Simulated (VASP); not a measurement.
# YN (Fm-3m) in VASP: a series of runs

YN is run at these levels: PBE+D3(BJ); tasks: single point.

Program: VASP 6.6.1. These are calculated values, not measurements. Logs are shortened: lines on timing, memory, paths and dates and some standing lists are left out, and cuts for length are marked.

### 1 The cell of the first run

The structure is cubic, space group Fm-3m (No. 225). Conventional cell: a = 4.897 Å, b = 4.897 Å, c = 4.897 Å, α = 90.00°, β = 90.00°, γ = 90.00°. Within 3.2 Å of Y (site symmetry m-3m) lie 6 N at 2.45 Å. N (site symmetry m-3m) has 6 Y at 2.45 Å within 3.2 Å.

### 2 Single point, PBE+D3(BJ)

Contents of INCAR:

```
SYSTEM = YN
PREC = Accurate ; ENCUT = 600
EDIFF = 1E-6 ; ISMEAR = 0
SIGMA = 0.1 ; LREAL = .FALSE.
LASPH = .TRUE. ; NELM = 120
ALGO = Normal ; ISIF = 2
LWAVE = .FALSE. ; LCHARG = .FALSE.
GGA = PE ; IVDW = 12
NBANDS = 15 ; GGA_COMPAT = .FALSE.
```

Contents of KPOINTS:

```
Automatic mesh
0
G
  6 6 6
  0 0 0
```

Contents of POSCAR:

```
YN
1.0
    0.0000000000      2.4483614000      2.4483614000
    2.4483614000      0.0000000000      2.4483614000
    2.4483614000      2.4483614000      0.0000000000
Y N
1 1
Direct
    0.0000000000      0.0000000000      0.0000000000
    0.5000000000      0.5000000000      0.5000000000
```

Potentials or basis: VASP PAW PBE potentials, release 64 (Y_sv, N).

The run is started by

```
> cat potpaw_PBE.64/Y_sv/POTCAR potpaw_PBE.64/N/POTCAR > POTCAR
> mpirun -np 1 vasp_std > vasp.out
```

OUTCAR:

```text
SYSTEM = YN
   PREC = Accurate
   ENCUT = 600
   EDIFF = 1E-6
   ISMEAR = 0
   LREAL = .FALSE.
   LASPH = .TRUE.
   NELM = 120
   ISIF = 2
   GGA = PE
   IVDW = 12
 IVDW          = 12

 ion  position               nearest neighbor table
   1  0.000  0.000  0.000-   2 2.45   2 2.45   2 2.45   2 2.45   2 2.45   2 2.45
   2  0.500  0.500  0.500-   1 2.45   1 2.45   1 2.45   1 2.45   1 2.45   1 2.45

  LATTYP: Found a face centered cubic cell.
 ALAT       =     4.8967228000

  Lattice vectors:

 A1 = (   0.0000000000,   2.4483614000,   2.4483614000)
 A2 = (   2.4483614000,   0.0000000000,   2.4483614000)
 A3 = (   2.4483614000,   2.4483614000,   0.0000000000)

Analysis of symmetry for initial positions (statically):
=====================================================================
 Subroutine PRICEL returns:
 Original cell was already a primitive cell.

 Routine SETGRP: Setting up the symmetry group for a
 face centered cubic supercell.

 Subroutine GETGRP returns: Found 48 space group operations
 (whereof 48 operations were pure point group operations)
 out of a pool of 48 trial point group operations.

The static configuration has the point symmetry O_h .

Analysis of symmetry for dynamics (positions and initial velocities):
=====================================================================
 Subroutine PRICEL returns:
 Original cell was already a primitive cell.

 Routine SETGRP: Setting up the symmetry group for a
 face centered cubic supercell.

 Subroutine GETGRP returns: Found 48 space group operations
 (whereof 48 operations were pure point group operations)
 out of a pool of 48 trial point group operations.

The dynamic configuration has the point symmetry O_h .

 Subroutine INISYM returns: Found 48 space group operations
 (whereof 48 operations are pure point group operations),
 and found     1 'primitive' translations

----------------------------------------------------------------------------------------

                                     Primitive cell

  volume of cell :      29.3533

  direct lattice vectors                    reciprocal lattice vectors
     0.000000000  2.448361400  2.448361400    -0.204218217  0.204218217  0.204218217
     2.448361400  0.000000000  2.448361400     0.204218217 -0.204218217  0.204218217
     2.448361400  2.448361400  0.000000000     0.204218217  0.204218217 -0.204218217

  length of vectors
     3.462505897  3.462505897  3.462505897     0.353716328  0.353716328  0.353716328

  position of ions in fractional coordinates (direct lattice)
     0.000000000  0.000000000  0.000000000
     0.500000000  0.500000000  0.500000000

  ion indices of the primitive-cell ions
   primitive index   ion index
                 1           1
                 2           2

----------------------------------------------------------------------------------------

 KPOINTS: Automatic mesh

Automatic generation of k-mesh.
 Grid dimensions read from file:
 generate k-points for:    6    6    6

 Generating k-lattice:

  Cartesian coordinates                     Fractional coordinates (reciprocal lattice)
    -0.034036370  0.034036370  0.034036370     0.166666667  0.000000000  0.000000000
     0.034036370 -0.034036370  0.034036370     0.000000000  0.166666667  0.000000000
     0.034036370  0.034036370 -0.034036370     0.000000000  0.000000000  0.166666667

  Length of vectors
     0.058952721  0.058952721  0.058952721

  Shift w.r.t. Gamma in fractional coordinates (k-lattice)
     0.000000000  0.000000000  0.000000000

 Subroutine IBZKPT returns following result:
 ===========================================

 Found     16 irreducible k-points:

 Following reciprocal coordinates:
            Coordinates               Weight
  0.000000  0.000000  0.000000      1.000000
  0.166667  0.000000  0.000000      8.000000
  0.333333  0.000000  0.000000      8.000000
  0.500000  0.000000  0.000000      4.000000
  0.166667  0.166667  0.000000      6.000000
  0.333333  0.166667  0.000000     24.000000
[... 8 lines left out ...]
 -0.333333  0.333333  0.166667     24.000000
 -0.333333  0.500000  0.166667     12.000000
   k-points           NKPTS =     16   k-points in BZ     NKDIM =     16   number of bands    NBANDS=     15
   number of dos      NEDOS =    301   number of ions     NIONS =      2
   total plane-waves  NPLWV =  21952
   dimension x,y,z NGX =    28 NGY =   28 NGZ =   28
   dimension x,y,z NGXF=    56 NGYF=   56 NGZF=   56
   ions per type =               1   1
   NGX,Y,Z   is equivalent  to a cutoff of  13.44, 13.44, 13.44 a.u.
   NGXF,Y,Z  is equivalent  to a cutoff of  26.89, 26.89, 26.89 a.u.
 SYSTEM =  YN
   PREC   = accura    normal or accurate (medium, high low for compatibility)
   ISTART =      0    job   : 0-new  1-cont  2-samecut
   ICHARG =      2    charge: 1-file 2-atom 10-const
   ISPIN  =      1    spin polarized calculation?
   LNONCOLLINEAR =      F non collinear calculations
   LSORBIT =      F    spin-orbit coupling
   LASPH  =      T    aspherical Exc in radial PAW
   ENCUT  =  600.0 eV  44.10 Ry    6.64 a.u.   6.92  6.92  6.92*2*pi/ulx,y,z
   NELM   =    120;   NELMIN=  2; NELMDL= -5     # of ELM steps
   EDIFF  = 0.1E-05   stopping-criterion for ELM
   LREAL  =      F    real-space projection
[... 7 lines left out ...]
   TEBEG  =    0.0;   TEEND  =   0.0 temperature during run
   PSTRESS=    0.0 pullay stress
   NELECT =      16.0000    total number of electrons
   NUPDOWN=      -1.0000    fix difference up-down
   EMIN   =  10.00;   EMAX   =-10.00  energy-range for DOS
   EFERMI =   0.00;   METHOD = LEGACY
   ISMEAR =     0;   SIGMA  =   0.10  broadening in eV -4-tet -1-fermi 0-gaus
   EFERMI_NEDOS =   21; number of points for ismear=-14 and -15
   IALGO  =     38    algorithm
   IMIX   =      4    mixing-type and parameters
     AMIX     =   0.40;   BMIX     =  1.00
     AMIX_MAG =   1.60;   BMIX_MAG =  1.00
  volume/ion in A,a.u.               =      14.68        99.04
  Fermi-wavevector in a.u.,A,eV,Ry     =   1.337301  2.527133 24.332320  1.788375
  Thomas-Fermi vector in A             =   2.465861
   LORBIT       =      0    0 simple, 1 ext, 2 COOP (PROOUT), +10 PAW based schemes
   GGA     = PE    functional components
   LHFCALC =     F    Hartree Fock is set to
   AEXX    =    0.0000 exact exchange contribution
   IVDW    =    12    specifies the selected vdW correction
   LEPSILON=     F    determine dielectric tensor
   LRPA    =     F    only Hartree local field effects (RPA)
 non-spin polarized calculation
 Gauss-broadening in eV      SIGMA  =   0.10
  energy-cutoff  :      600.00
  volume of cell :       29.35
 maximum number of plane-waves:      1002
   NGX = 13   NGY = 13   NGZ = 13

 number of electron      16.0000002 magnetization

 Free energy of the ion-electron system (eV)
  ---------------------------------------------------
  ext. energy  EPLUGINS =         0.00000000
  ---------------------------------------------------
  free energy    TOTEN  =       -18.22164467 eV

  energy without entropy =      -18.22098208  energy(sigma->0) =      -18.22131338

 E-fermi :   4.2286     XC(G=0): -11.2219

 val. band max:        4.1358514414   @ k =   0.0000   0.0000   0.0000
 cond. band min:       4.3214174809   @ k =   0.5000   0.5000   0.0000
 fundamental gap:      0.1855660396
 Fermi energy:         4.2286342555

 k-point     1 :       0.0000    0.0000    0.0000
  band No.  band energies     occupation
      1     -36.7302      2.00000
      2     -16.3771      2.00000
      3     -16.3771      2.00000
      4     -16.3771      2.00000
      5      -8.7675      2.00000
      6       4.1359      1.81053
      7       4.1359      1.81053
      8       4.1359      1.81053
      9       7.2573      0.00000
     10       7.2573      0.00000
     11       7.2573      0.00000
     12       8.2388      0.00000
     13       9.2245      0.00000
     14       9.2245      0.00000
     15      14.9450      0.00000

 k-point     2 :       0.1667    0.0000    0.0000
  band No.  band energies     occupation
      1     -36.7013      2.00000
      2     -16.6853      2.00000
      3     -16.3981      2.00000
      4     -16.3981      2.00000
      5      -8.3232      2.00000
      6       2.7212      2.00000
      7       3.3497      2.00000
      8       3.3497      2.00000
      9       7.4520      0.00000
     10       7.8954      0.00000
     11       7.8954      0.00000
     12       9.6108      0.00000
     13      10.4818      0.00000
     14      10.4818      0.00000
     15      16.5633      0.00000

 k-point     3 :       0.3333    0.0000    0.0000
  band No.  band energies     occupation
      1     -36.6429      2.00000
      2     -17.2322      2.00000
      3     -16.4394      2.00000
      4     -16.4394      2.00000
      5      -7.4606      2.00000
      6       0.8480      2.00000
      7       2.3026      2.00000
      8       2.3026      2.00000
      9       8.3754      0.00000
     10       9.4071      0.00000
     11       9.4071      0.00000
     12      11.3038      0.00000
     13      12.8123      0.00000
     14      12.8123      0.00000
     15      17.9945      0.00000
[... 199 lines left out ...]
 k-point    15 :      -0.3333    0.3333    0.1667
  band No.  band energies     occupation
      1     -36.5854      2.00000
      2     -17.1651      2.00000
      3     -16.8388      2.00000
      4     -16.6241      2.00000
      5      -7.6489      2.00000
      6       1.4205      2.00000
      7       2.4436      2.00000
      8       2.4711      2.00000
      9       8.3069      0.00000
     10       8.5065      0.00000
     11      11.4044      0.00000
     12      11.8188      0.00000
     13      13.3122      0.00000
     14      16.0325      0.00000
     15      16.4614      0.00000

 k-point    16 :      -0.3333    0.5000    0.1667
  band No.  band energies     occupation
      1     -36.5762      2.00000
      2     -17.0850      2.00000
      3     -16.8291      2.00000
      4     -16.7590      2.00000
      5      -7.9705      2.00000
      6       2.3783      2.00000
      7       2.5585      2.00000
      8       2.7851      2.00000
      9       6.5285      0.00000
     10       9.7738      0.00000
     11      11.3204      0.00000
     12      12.0017      0.00000
     13      12.6283      0.00000
     14      15.8557      0.00000
     15      16.1513      0.00000

------------------------ aborting loop because EDIFF is reached ----------------------------------------

 Edisp (eV)   -0.64376

 E8    (eV) :    -0.2994

  FORCE on cell =-STRESS in cart. coord.  units (eV):
  Direction    XX          YY          ZZ          XY          YZ          ZX
  --------------------------------------------------------------------------------------
  -------------------------------------------------------------------------------------
  Total      -0.52696    -0.52696    -0.52696    -0.00000     0.00000    -0.00000
  in kB     -28.76256   -28.76256   -28.76256    -0.00000     0.00000    -0.00000
  external pressure =      -28.76 kB  Pullay stress =        0.00 kB

 VOLUME and BASIS-vectors are now :
 -----------------------------------------------------------------------------
  energy-cutoff  :      600.00
  volume of cell :       29.35
      direct lattice vectors                 reciprocal lattice vectors
     0.000000000  2.448361400  2.448361400    -0.204218217  0.204218217  0.204218217
     2.448361400  0.000000000  2.448361400     0.204218217 -0.204218217  0.204218217
     2.448361400  2.448361400  0.000000000     0.204218217  0.204218217 -0.204218217

 POSITION                                       TOTAL-FORCE (eV/Angst)
 -----------------------------------------------------------------------------------
      0.00000      0.00000      0.00000        -0.000000      0.000000      0.000000
      2.44836      2.44836      2.44836         0.000000     -0.000000     -0.000000
 -----------------------------------------------------------------------------------
    total drift:                                0.000000      0.000000      0.000000

  FREE ENERGIE OF THE ION-ELECTRON SYSTEM (eV)
  ---------------------------------------------------
  free  energy   TOTEN  =       -18.8654066474 eV

  energy  without entropy=      -18.8647440491  energy(sigma->0) =      -18.86507535
```

It took 7.6 s on 1 thread of AMD EPYC 9R45 (Zen 5), shared host; peak memory 0.16 GiB.

Results:

| Item | Value |
| --- | --- |
| Free energy | -18.8654 eV |
| Pressure | -2.9 GPa |
| Band gap on the k mesh | 0.19 eV (least direct gap 0.58 eV) |
| Dispersion energy per atom | -0.322 eV |

A k mesh can miss the band edges.

### 3 Single point, PBE+D3(BJ)

This run uses another cell than the first one, of 14.43 Å³/atom.

Contents of INCAR:

```
SYSTEM = YN
PREC = Accurate ; ENCUT = 600
EDIFF = 1E-6 ; ISMEAR = 0
SIGMA = 0.01 ; LREAL = .False.
LASPH = .True. ; NELM = 120
ALGO = Normal ; ISIF = 2
LWAVE = .False. ; LCHARG = .False.
GGA = PE ; IVDW = 12
NBANDS = 15 ; GGA_COMPAT = .False.
```

Contents of KPOINTS:

```
regular mesh
0
Gamma
  12 12 12
  0 0 0
```

Contents of POSCAR:

```
YN
1.0
    0.0000000000      2.4346471678      2.4346471678
    2.4346471678      0.0000000000      2.4346471678
    2.4346471678      2.4346471678      0.0000000000
Y N
1 1
Direct
    0.0000000000      0.0000000000      0.0000000000
    0.5000000000      0.5000000000      0.5000000000
```

Potentials or basis: VASP PAW PBE potentials, release 64 (Y_sv, N).

The run is started by

```
> cat potpaw_PBE.64/Y_sv/POTCAR potpaw_PBE.64/N/POTCAR > POTCAR
> mpirun -np 1 vasp_std > vasp.out
```

Wall time 21 s (1 thread of AMD EPYC 9R45 (Zen 5), shared host); peak memory 0.18 GiB.

Results (log left out):

```
Free energy                : -18.8788 eV
Pressure                   : -0.3 GPa
Band gap on the k mesh     : 0.17 eV (least direct gap 0.55 eV)
Dispersion energy per atom : -0.328 eV
```

Levels at points of the mesh, in eV from the valence-band top:
```
           k point  band 4  band 5  band 6  band 7  band 8  band 9  band 10  band 11  band 12  band 13
(0.00, 0.00, 0.00)  -20.41  -12.95    0.00    0.00    0.00    3.16     3.16     3.16     4.27     5.17
(0.50, 0.00, 0.00)  -20.50  -11.13   -4.11   -2.28   -2.28    5.76     6.45     6.45     6.81    10.31
(0.50, 0.50, 0.00)  -20.75  -12.51   -1.47   -0.38   -0.38    0.17     6.93     7.35     8.01     8.01
```

A k mesh can miss the band edges.
